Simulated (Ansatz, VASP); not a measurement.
## One calculation of ZnH2, two programs

The input INCAR:

```
ALGO = Normal ; EDIFF = 1E-7
EDIFFG = -0.01 ; ENCUT = 500
GGA = PE ; GGA_COMPAT = F
IBRION = 2 ; ISIF = 3
ISMEAR = 0 ; LASPH = T
LCHARG = F ; LREAL = F
LWAVE = F ; NELM = 120
NELMIN = 4 ; NSW = 100
PREC = Accurate ; SIGMA = 0.02
```

The input KPOINTS:

```
k-points
0
Gamma
  12 12 6
```

The input POSCAR:

```
ZnH2
1.0
    2.7892974922      0.0000000000      0.0000000000
   -1.3946487461      2.4156024869      0.0000000000
    0.0000000000      0.0000000000      4.7889491025
Zn H
1 2
Direct
    0.0000000000      0.0000000000      0.0000000000
    0.6666666667      0.3333333333      0.7976177136
    0.3333333333      0.6666666667      0.2023822864
```

Input for Ansatz:

```yaml
crystal:
  lattice:
    - [2.7892974922, 0.0, 0.0]
    - [-1.3946487461, 2.4156024869, 0.0]
    - [0.0, 0.0, 4.7889491025]
  atoms:
    - { symbol: Zn, position: [0.0, 0.0, 0.0] }
    - { symbol: H, position: [0.6666666667, 0.3333333333, 0.7976177136] }
    - { symbol: H, position: [0.3333333333, 0.6666666667, 0.2023822864] }
basis:
  ecutwfc: 420
kpoints:
  mp_grid: { grid: [12, 12, 6] }
hamiltonian:
  xc: pbe
scf:
  occupations: { method: gaussian, width: 0.02 }
output:
  forces: true
  stress: true
  eigenvalues: true
  write_density: true
  write_potential: true
  elf: true
  volumetric_format: npy
relax:
  adjacent_minimum: "off"
  f_tol: 0.01
  max_steps: 80
  cell: { stress_tol: 0.05 }
```

Change from the starting cell: species swapped into the TaS2 type (P-3m1, No. 164).

Alike in both runs: task relaxation of cell and atoms; functional PBE; k mesh 12 × 12 × 6; occupations gaussian, width 0.02 eV; no spin polarisation.

|  | VASP | Ansatz |
| --- | --- | --- |
| version | VASP 6.6.1 | Ansatz 0.2.0 |
| potentials or method | VASP PAW PBE potentials, release 64 (Zn, H), cutoff 500 eV | scalar-relativistic, plane waves, PAW |
| valence electrons in the cell | 14 | 14 |

```csv
,VASP,Ansatz,Ansatz less VASP
"gap on the k mesh at the Fermi level, each at its own relaxed structure (eV)",2.09,2.22,+0.124
relaxed volume (Å³/atom),10.80,11.63,+0.827
relaxed length of the cell vector where the two differ most in proportion (Å),4.798,5.170,+0.3725
```

One of these differences is far larger than is usual between the two programs; its cause wasn't traced.
